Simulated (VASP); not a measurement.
## Cr: single point with PBE

Cr:

```
CELL_PARAMETERS angstrom
2.19759 0.00000 0.00000
-1.09880 1.90317 0.00000
0.00000 0.00000 1.96015
ATOMIC_POSITIONS crystal
Cr 0.00000 0.00000 0.00000
```

```yaml
Program: VASP 6.6.1
Task: single point
Functional: PBE
Potentials_or_basis: VASP PAW PBE potentials, release 64 (Cr_pv)
Cutoff: 520 eV
k_mesh: 20 × 20 × 18
Occupations: fermi-dirac, width 0.05 eV
Spin: collinear spin, ferromagnetic start
Starting_moments: "[2.0] μB"
```

```json
{"Pressure": "198.0 GPa", "Band gap on the k mesh": "zero (filled and empty bands overlap)", "Net moment": "0.00 μB per cell"}
```

Stress tensor (GPa, compression positive):
```
193.78   0.00   0.00
  0.00 193.78   0.00
  0.00   0.00 206.54
```

Levels at points of the mesh, in eV from the Fermi level:
Spin up:
| k point | band 4 | band 5 | band 6 | band 7 | band 8 | band 9 |
| --- | --- | --- | --- | --- | --- | --- |
| (0.00, 0.00, 0.00) | -8.54 | -5.32 | -1.22 | -1.22 | 4.60 | 4.60 |
| (0.50, 0.00, 0.00) | -6.44 | -3.57 | 1.44 | 1.79 | 4.03 | 4.37 |
| (0.00, 0.00, 0.50) | -3.30 | 0.06 | 0.06 | 0.36 | 0.36 | 0.51 |
| (0.50, 0.00, 0.50) | -7.73 | -3.72 | -1.11 | 4.82 | 6.56 | 8.02 |
Spin down:
```csv
k point,band 3,band 4,band 5,band 6,band 7,band 8,band 9,band 10
"(0.00, 0.00, 0.00)",-41.24,-8.54,-5.32,-1.22,-1.22,4.60,4.60,8.04
"(0.50, 0.00, 0.00)",-40.96,-6.44,-3.57,1.44,1.79,4.03,4.37,8.04
"(0.00, 0.00, 0.50)",-41.47,-3.30,0.06,0.06,0.36,0.36,0.51,8.02
"(0.50, 0.00, 0.50)",-41.99,-7.73,-3.72,-1.11,4.82,6.56,8.02,10.55
```

It took 31 s on 1 thread of Intel(R) Xeon(R) 6975P-C (Granite Rapids), on a shared host, peak memory 0.18 GiB.

Caveat: the starting moments collapsed, and a magnetic state may lie lower.
